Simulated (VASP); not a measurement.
# NaF (Villiaumite) (Fm-3m) in VASP: notebook

Aim: see how the results for NaF (Villiaumite) move with the level of theory and the settings. Levels: r2SCAN, PBE. Tasks: single point.

Program: VASP 6.6.1. These are calculated values, not measurements. Logs are shortened: lines on timing, memory, paths and dates and some standing lists are left out, and cuts for length are marked.

### 1 The cell of the first run

The structure is cubic, space group Fm-3m (No. 225). Conventional cell: a = 4.609 Å, b = 4.609 Å, c = 4.609 Å, α = 90.00°, β = 90.00°, γ = 90.00°. Na (site symmetry m-3m) has 6 F at 2.30 Å within 3.0 Å. Within 3.0 Å of F (site symmetry m-3m) lie 6 Na at 2.30 Å.

### 2 Single point, r2SCAN

Input file POSCAR:

```
NaF
1.0
    0.0000000000      2.3044290610      2.3044290610
    2.3044290610      0.0000000000      2.3044290610
    2.3044290610      2.3044290610      0.0000000000
Na F
1 1
Direct
    0.0000000000      0.0000000000      0.0000000000
    0.5000000000      0.5000000000      0.5000000000
```

Input file INCAR.step1:

```
PREC = Accurate ; ENCUT = 520
ISMEAR = -1 ; SIGMA = 0.05
LREAL = F ; LASPH = T
NELM = 80 ; NBANDS = 14
GGA = PE ; ALGO = Normal
EDIFF = 1E-4 ; LWAVE = T
LCHARG = F
```

Input file INCAR.step2:

```
PREC = Accurate ; ENCUT = 520
EDIFF = 1E-7 ; ISMEAR = -1
SIGMA = 0.05 ; LREAL = F
LASPH = T ; NELM = 80
ALGO = Normal ; ISIF = 2
LWAVE = F ; LCHARG = F
METAGGA = R2SCAN ; LMIXTAU = T
NBANDS = 14 ; ISTART = 1
```

Input file KPOINTS:

```
regular mesh
0
Gamma
  10 10 10
```

Potentials or basis: VASP PAW PBE potentials, release 64 (Na_pv, F).

Command:

```sh
$ cat potpaw_PBE.64/Na_pv/POTCAR potpaw_PBE.64/F/POTCAR > POTCAR
$ cp INCAR.step1 INCAR
$ mpirun -np 1 vasp_std > vasp.out
$ cp INCAR.step2 INCAR
$ mpirun -np 1 vasp_std > vasp.out
```

OUTCAR:

```text
PREC = Accurate
   ENCUT = 520
   EDIFF = 1E-7
   ISMEAR = -1
   LREAL = F
   LASPH = T
   NELM = 80
   ISIF = 2
   METAGGA = R2SCAN
   ISTART = 1

 ion  position               nearest neighbor table
   1  0.000  0.000  0.000-   2 2.30   2 2.30   2 2.30   2 2.30   2 2.30   2 2.30
   2  0.500  0.500  0.500-   1 2.30   1 2.30   1 2.30   1 2.30   1 2.30   1 2.30

  LATTYP: Found a face centered cubic cell.
 ALAT       =     4.6088581220

  Lattice vectors:

 A1 = (   0.0000000000,   2.3044290610,   2.3044290610)
 A2 = (   2.3044290610,   0.0000000000,   2.3044290610)
 A3 = (   2.3044290610,   2.3044290610,   0.0000000000)

Analysis of symmetry for initial positions (statically):
=====================================================================
 Subroutine PRICEL returns:
 Original cell was already a primitive cell.

 Routine SETGRP: Setting up the symmetry group for a
 face centered cubic supercell.

 Subroutine GETGRP returns: Found 48 space group operations
 (whereof 48 operations were pure point group operations)
 out of a pool of 48 trial point group operations.

The static configuration has the point symmetry O_h .

Analysis of symmetry for dynamics (positions and initial velocities):
=====================================================================
 Subroutine PRICEL returns:
 Original cell was already a primitive cell.

 Routine SETGRP: Setting up the symmetry group for a
 face centered cubic supercell.

 Subroutine GETGRP returns: Found 48 space group operations
 (whereof 48 operations were pure point group operations)
 out of a pool of 48 trial point group operations.

The dynamic configuration has the point symmetry O_h .

 Subroutine INISYM returns: Found 48 space group operations
 (whereof 48 operations are pure point group operations),
 and found     1 'primitive' translations

----------------------------------------------------------------------------------------

                                     Primitive cell

  volume of cell :      24.4748

  direct lattice vectors                    reciprocal lattice vectors
     0.000000000  2.304429061  2.304429061    -0.216973483  0.216973483  0.216973483
     2.304429061  0.000000000  2.304429061     0.216973483 -0.216973483  0.216973483
     2.304429061  2.304429061  0.000000000     0.216973483  0.216973483 -0.216973483

  length of vectors
     3.258954832  3.258954832  3.258954832     0.375809097  0.375809097  0.375809097

  position of ions in fractional coordinates (direct lattice)
     0.000000000  0.000000000  0.000000000
     0.500000000  0.500000000  0.500000000

  ion indices of the primitive-cell ions
   primitive index   ion index
                 1           1
                 2           2

----------------------------------------------------------------------------------------

 KPOINTS: regular mesh

Automatic generation of k-mesh.
 Grid dimensions read from file:
 generate k-points for:   10   10   10

 Generating k-lattice:

  Cartesian coordinates                     Fractional coordinates (reciprocal lattice)
    -0.021697348  0.021697348  0.021697348     0.100000000  0.000000000  0.000000000
     0.021697348 -0.021697348  0.021697348     0.000000000  0.100000000  0.000000000
     0.021697348  0.021697348 -0.021697348     0.000000000  0.000000000  0.100000000

  Length of vectors
     0.037580910  0.037580910  0.037580910

  Shift w.r.t. Gamma in fractional coordinates (k-lattice)
     0.000000000  0.000000000  0.000000000

 Subroutine IBZKPT returns following result:
 ===========================================

 Found     47 irreducible k-points:

 Following reciprocal coordinates:
            Coordinates               Weight
  0.000000  0.000000  0.000000      1.000000
  0.100000  0.000000  0.000000      8.000000
  0.200000  0.000000  0.000000      8.000000
  0.300000  0.000000  0.000000      8.000000
  0.400000  0.000000  0.000000      8.000000
  0.500000  0.000000  0.000000      4.000000
[... 16 lines left out ...]
  0.300000  0.300000  0.000000      6.000000
  0.400000  0.300000  0.000000     24.000000
 [... further k-points ...]
   k-points           NKPTS =     47   k-points in BZ     NKDIM =     47   number of bands    NBANDS=     14
   number of dos      NEDOS =    301   number of ions     NIONS =      2
   total plane-waves  NPLWV =  13824
   dimension x,y,z NGX =    24 NGY =   24 NGZ =   24
   dimension x,y,z NGXF=    48 NGYF=   48 NGZF=   48
   ions per type =               1   1
   NGX,Y,Z   is equivalent  to a cutoff of  12.24, 12.24, 12.24 a.u.
   NGXF,Y,Z  is equivalent  to a cutoff of  24.49, 24.49, 24.49 a.u.
 SYSTEM =  unknown system
   PREC   = accura    normal or accurate (medium, high low for compatibility)
   ISTART =      1    job   : 0-new  1-cont  2-samecut
   ICHARG =      0    charge: 1-file 2-atom 10-const
   ISPIN  =      1    spin polarized calculation?
   LNONCOLLINEAR =      F non collinear calculations
   LSORBIT =      F    spin-orbit coupling
   LASPH  =      T    aspherical Exc in radial PAW
   ENCUT  =  520.0 eV  38.22 Ry    6.18 a.u.   6.06  6.06  6.06*2*pi/ulx,y,z
   NELM   =     80;   NELMIN=  2; NELMDL=  0     # of ELM steps
   EDIFF  = 0.1E-06   stopping-criterion for ELM
   LREAL  =      F    real-space projection
   EDIFFG = 0.1E-05   stopping-criterion for IOM
   NSW    =      0    number of steps for IOM
   IBRION =     -1    ionic relax: 0-MD 1-quasi-New 2-CG
   NFREE  =      0    steps in history (QN), initial steepest desc. (CG)
   ISIF   =      2    stress and relaxation
   ISYM   =      2    0-nonsym 1-usesym 2-fastsym
   POTIM  = 0.5000    time-step for ionic-motion
   TEBEG  =    0.0;   TEEND  =   0.0 temperature during run
   PSTRESS=    0.0 pullay stress
   NELECT =      14.0000    total number of electrons
   NUPDOWN=      -1.0000    fix difference up-down
   EMIN   =  10.00;   EMAX   =-10.00  energy-range for DOS
   EFERMI =   0.00;   METHOD = LEGACY
   ISMEAR =    -1;   SIGMA  =   0.05  broadening in eV -4-tet -1-fermi 0-gaus
   EFERMI_NEDOS =   21; number of points for ismear=-14 and -15
   IALGO  =     38    algorithm
   IMIX   =      4    mixing-type and parameters
     AMIX     =   0.40;   BMIX     =  1.00
     AMIX_MAG =   1.60;   BMIX_MAG =  1.00
  volume/ion in A,a.u.               =      12.24        82.58
  Fermi-wavevector in a.u.,A,eV,Ry     =   1.358973  2.568087 25.127344  1.846808
  Thomas-Fermi vector in A             =   2.485761
   LORBIT       =      0    0 simple, 1 ext, 2 COOP (PROOUT), +10 PAW based schemes
   METAGGA = R2SCAN    functional components
   LHFCALC =     F    Hartree Fock is set to
   AEXX    =    0.0000 exact exchange contribution
   IVDW    =     0    specifies the selected vdW correction
   LEPSILON=     F    determine dielectric tensor
   LRPA    =     F    only Hartree local field effects (RPA)
 non-spin polarized calculation
  energy-cutoff  :      520.00
  volume of cell :       24.47
 maximum number of plane-waves:       678
   NGX = 13   NGY = 13   NGZ = 13

 number of electron      13.9999988 magnetization

 Free energy of the ion-electron system (eV)
  ---------------------------------------------------
  ext. energy  EPLUGINS =         0.00000000
  ---------------------------------------------------
  free energy    TOTEN  =       -12.60165355 eV

  energy without entropy =      -12.60165355  energy(sigma->0) =      -12.60165355

 E-fermi :  -1.5192     XC(G=0):  -9.8595

 val. band max:       -2.6550854575   @ k =   0.0000   0.0000   0.0000
 cond. band min:       4.6114878886   @ k =   0.0000   0.0000   0.0000
 fundamental gap:      7.2665733461
 Fermi energy:        -1.5192358648

 k-point     1 :       0.0000    0.0000    0.0000
  band No.  band energies     occupation
      1     -22.9781      2.00000
      2     -22.1065      2.00000
      3     -22.1060      2.00000
      4     -22.1060      2.00000
      5      -2.6551      2.00000
      6      -2.6551      2.00000
      7      -2.6551      2.00000
      8       4.6115      0.00000
      9      17.2488      0.00000
     10      17.2488      0.00000
     11      17.2488      0.00000
     12      19.9363      0.00000
     13      22.5690      0.00000
     14      22.5690      0.00000

 k-point     2 :       0.1000    0.0000    0.0000
  band No.  band energies     occupation
      1     -23.0320      2.00000
      2     -22.1075      2.00000
      3     -22.1071      2.00000
      4     -22.0392      2.00000
      5      -2.8455      2.00000
      6      -2.6818      2.00000
      7      -2.6818      2.00000
      8       4.9692      0.00000
      9      15.9208      0.00000
     10      17.4288      0.00000
     11      17.4288      0.00000
     12      21.5209      0.00000
     13      22.2587      0.00000
     14      22.2588      0.00000

 k-point     3 :       0.2000    0.0000    0.0000
  band No.  band energies     occupation
      1     -23.1466      2.00000
      2     -22.1104      2.00000
      3     -22.1099      2.00000
      4     -21.8902      2.00000
      5      -3.2917      2.00000
      6      -2.7510      2.00000
      7      -2.7510      2.00000
      8       5.9007      0.00000
      9      14.1738      0.00000
     10      17.9048      0.00000
     11      17.9049      0.00000
     12      21.7087      0.00000
     13      21.7087      0.00000
     14      23.1612      0.00000
[... 324 lines left out ...]
 k-point    23 :       0.3000    0.3000    0.0000
  band No.  band energies     occupation
      1     -23.0589      2.00000
      2     -22.1408      2.00000
      3     -22.1404      2.00000
      4     -21.9216      2.00000
      5      -3.7198      2.00000
      6      -2.9343      2.00000
      7      -2.9343      2.00000
      8       7.9450      0.00000
      9      12.4460      0.00000
     10      16.6620      0.00000
     11      18.2395      0.00000
     12      18.2396      0.00000
     13      24.6068      0.00000
     14      24.8955      0.00000

 k-point    24 :       0.4000    0.3000    0.0000
  band No.  band energies     occupation
      1     -23.0199      2.00000
      2     -22.1543      2.00000
      3     -22.1460      2.00000
      4     -21.9441      2.00000
      5      -3.8347      2.00000
      6      -3.0438      2.00000
      7      -2.9881      2.00000
      8       8.9790      0.00000
      9      11.9239      0.00000
     10      15.4983      0.00000
     11      18.3489      0.00000
     12      18.4532      0.00000
     13      24.3179      0.00000
     14      25.2940      0.00000

 [... further k-points ...]
[... 5 lines left out ...]
  --------------------------------------------------------------------------------------
  -------------------------------------------------------------------------------------
  Total       -0.1997897     -0.1997897     -0.1997897      0.0000000      0.0000000      0.0000000
  in kB      -13.0786714    -13.0786714    -13.0786714      0.0000000      0.0000000      0.0000000
  external PRESSURE =     -13.0786714 kB  Pullay stress =       0.0000000 kB

 VOLUME and BASIS-vectors are now :
 -----------------------------------------------------------------------------
  energy-cutoff  :      520.00
  volume of cell :       24.47
      direct lattice vectors                 reciprocal lattice vectors
     0.000000000  2.304429061  2.304429061    -0.216973483  0.216973483  0.216973483
     2.304429061  0.000000000  2.304429061     0.216973483 -0.216973483  0.216973483
     2.304429061  2.304429061  0.000000000     0.216973483  0.216973483 -0.216973483

 POSITION                                       TOTAL-FORCE (eV/Angst)
 -----------------------------------------------------------------------------------
      0.00000      0.00000      0.00000         0.000000     -0.000000     -0.000000
      2.30443      2.30443      2.30443        -0.000000      0.000000      0.000000
 -----------------------------------------------------------------------------------
    total drift:                                0.000000     -0.000000      0.000000

  FREE ENERGIE OF THE ION-ELECTRON SYSTEM (eV)
  ---------------------------------------------------
  free  energy   TOTEN  =       -12.6016535535 eV

  energy  without entropy=      -12.6016535535  energy(sigma->0) =      -12.60165355
```

It took 32 s on 1 thread of Intel Xeon Platinum 8259CL at 2.50GHz (Skylake/Cascade Lake), shared host; peak memory 0.14 GiB.

Results:

| Item | Value |
| --- | --- |
| Free energy | -12.6017 eV |
| Pressure | -1.3 GPa |
| Band gap on the k mesh | 7.27 eV, direct |

Caveat: the PAW data sets were made with another functional, which shifts forces and pressure a little. r2SCAN opens gaps a little over a GGA but as a rule still falls short of measured ones.

### 3 Single point, r2SCAN

This run uses another cell than the first one, of 12.49 Å³/atom, 1.020 times its volume.

Input file POSCAR:

```
NaF
1.0
    0.0000000000      2.3200000000      2.3200000000
    2.3200000000      0.0000000000      2.3200000000
    2.3200000000      2.3200000000      0.0000000000
Na F
1 1
Direct
    0.0000000000      0.0000000000      0.0000000000
    0.5000000000      0.5000000000      0.5000000000
```

Input file INCAR.step1:

```
SYSTEM = NaF
PREC = Accurate
ENCUT = 520
ISMEAR = -1
SIGMA = 0.05
LREAL = .FALSE.
LASPH = .TRUE.
NELM = 60
NBANDS = 14
GGA = PE
ALGO = Normal
EDIFF = 1E-4
LWAVE = .TRUE.
LCHARG = .FALSE.
```

Input file INCAR.step2:

```
SYSTEM = NaF
PREC = Accurate
ENCUT = 520
EDIFF = 1E-6
ISMEAR = -1
SIGMA = 0.05
LREAL = .FALSE.
LASPH = .TRUE.
NELM = 60
ALGO = Normal
ISIF = 2
LWAVE = .FALSE.
LCHARG = .TRUE.
METAGGA = R2SCAN
LMIXTAU = .TRUE.
LELF = .TRUE.
LVHAR = .TRUE.
NBANDS = 14
ISTART = 1
```

Input file KPOINTS:

```
regular mesh
0
G
  10 10 10
  0 0 0
```

Potentials or basis: VASP PAW PBE potentials, release 64 (Na_pv, F).

Command:

```sh
$ cat potpaw_PBE.64/Na_pv/POTCAR potpaw_PBE.64/F/POTCAR > POTCAR
$ cp INCAR.step1 INCAR
$ mpirun -np 1 vasp_std > vasp.out
$ cp INCAR.step2 INCAR
$ mpirun -np 1 vasp_std > vasp.out
```

OUTCAR:

```text
SYSTEM = NaF
   PREC = Accurate
   ENCUT = 520
   EDIFF = 1E-6
   ISMEAR = -1
   LREAL = .FALSE.
   LASPH = .TRUE.
   NELM = 60
   ISIF = 2
   METAGGA = R2SCAN
   ISTART = 1

 ion  position               nearest neighbor table
   1  0.000  0.000  0.000-   2 2.32   2 2.32   2 2.32   2 2.32   2 2.32   2 2.32
   2  0.500  0.500  0.500-   1 2.32   1 2.32   1 2.32   1 2.32   1 2.32   1 2.32

  LATTYP: Found a face centered cubic cell.
 ALAT       =     4.6400000000

  Lattice vectors:

 A1 = (   0.0000000000,   2.3200000000,   2.3200000000)
 A2 = (   2.3200000000,   0.0000000000,   2.3200000000)
[... 584 lines left out ...]
     10      15.1875      0.00000
     11      18.0113      0.00000
     12      18.1117      0.00000
     13      23.8827      0.00000
     14      24.9484      0.00000

 [... further k-points ...]
[... 5 lines left out ...]
  --------------------------------------------------------------------------------------
  -------------------------------------------------------------------------------------
  Total       -0.3135393     -0.3135393     -0.3135393      0.0000000      0.0000000      0.0000000
  in kB      -20.1144682    -20.1144682    -20.1144682      0.0000000      0.0000000      0.0000000
  external PRESSURE =     -20.1144682 kB  Pullay stress =       0.0000000 kB

 VOLUME and BASIS-vectors are now :
 -----------------------------------------------------------------------------
  energy-cutoff  :      520.00
  volume of cell :       24.97
      direct lattice vectors                 reciprocal lattice vectors
     0.000000000  2.320000000  2.320000000    -0.215517241  0.215517241  0.215517241
     2.320000000  0.000000000  2.320000000     0.215517241 -0.215517241  0.215517241
     2.320000000  2.320000000  0.000000000     0.215517241  0.215517241 -0.215517241

 POSITION                                       TOTAL-FORCE (eV/Angst)
 -----------------------------------------------------------------------------------
      0.00000      0.00000      0.00000         0.000000      0.000000      0.000000
      2.32000      2.32000      2.32000         0.000000     -0.000000      0.000000
 -----------------------------------------------------------------------------------
    total drift:                                0.000000     -0.000000      0.000000

  FREE ENERGIE OF THE ION-ELECTRON SYSTEM (eV)
  ---------------------------------------------------
  free  energy   TOTEN  =       -12.5969078552 eV

  energy  without entropy=      -12.5969078551  energy(sigma->0) =      -12.59690786
```

Run time: 31 s. Hardware: 1 thread of Intel Xeon Platinum 8259CL at 2.50GHz (Skylake/Cascade Lake), shared host; peak memory 0.14 GiB.

Results:

```yaml
Free_energy: -12.5969 eV
Pressure: -2.0 GPa
Band_gap_on_the_k_mesh: 7.15 eV, direct
```

Caveat: the PAW data sets were made with another functional, which shifts forces and pressure a little. A k mesh can miss the band edges.

### 4 Single point, PBE

This run uses another cell than the first one, of 12.49 Å³/atom, 1.020 times its volume.

Input file INCAR:

```
SYSTEM = NaF
PREC = Accurate
ENCUT = 520
EDIFF = 1E-6
ISMEAR = 0
SIGMA = 0.1
LREAL = .False.
LASPH = .True.
NELM = 80
ALGO = Normal
ISIF = 2
LWAVE = .False.
LCHARG = .False.
GGA = PE
NBANDS = 14
```

Input file KPOINTS:

```
regular mesh
0
Gamma
  10 10 10
  0 0 0
```

POSCAR is that of step 3.

Command:

```sh
$ cat potpaw_PBE.64/Na_pv/POTCAR potpaw_PBE.64/F/POTCAR > POTCAR
$ mpirun -np 1 vasp_std > vasp.out
```

Wall time 17 s (1 thread of Intel Xeon 8259CL, shared host); peak memory 0.14 GiB.

Results (log left out):

| Item | Value |
| --- | --- |
| Free energy | -8.5628 eV |
| Pressure | 1.8 GPa |
| Band gap on the k mesh | 6.28 eV, direct |

Levels at points of the mesh, in eV from the valence-band top:
| k point | band 4 | band 5 | band 6 | band 7 | band 8 | band 9 | band 10 | band 11 |
| --- | --- | --- | --- | --- | --- | --- | --- | --- |
| (0.00, 0.00, 0.00) | -18.96 | 0.00 | 0.00 | 0.00 | 6.28 | 18.95 | 18.95 | 18.95 |
| (0.50, 0.00, 0.00) | -18.19 | -1.58 | -0.25 | -0.25 | 10.76 | 12.43 | 20.07 | 20.07 |
| (0.50, 0.50, 0.00) | -18.92 | -1.27 | -0.40 | -0.40 | 13.12 | 13.29 | 13.57 | 19.72 |

A k mesh can miss the band edges. PBE gaps usually lie below the measured ones, often by a third to a half.

### 5 The runs side by side

| level | cell | smearing | gap on the mesh (eV) | pressure (GPa) |
| --- | --- | --- | --- | --- |
| r2SCAN | a = 3.259 Å, angles 60.0°, 2 atoms | fermi-dirac 0.05 eV | 7.27 | -1.3 |
| r2SCAN | a = 3.281 Å, angles 60.0°, 2 atoms | fermi-dirac 0.05 eV | 7.15 | -2.0 |
| PBE | a = 3.281 Å, angles 60.0°, 2 atoms | gaussian 0.1 eV | 6.28 | 1.8 |

Alike in all rows: task single point; potentials or basis VASP PAW PBE potentials, release 64 (Na_pv, F); no spin polarisation; k mesh 10 × 10 × 10; cutoff (eV) 520.

Caveats: the PAW data sets were made with another functional, which shifts forces and pressure a little (some runs).

Total energies depend on the potentials used, so only differences within one code and one set of settings carry meaning.
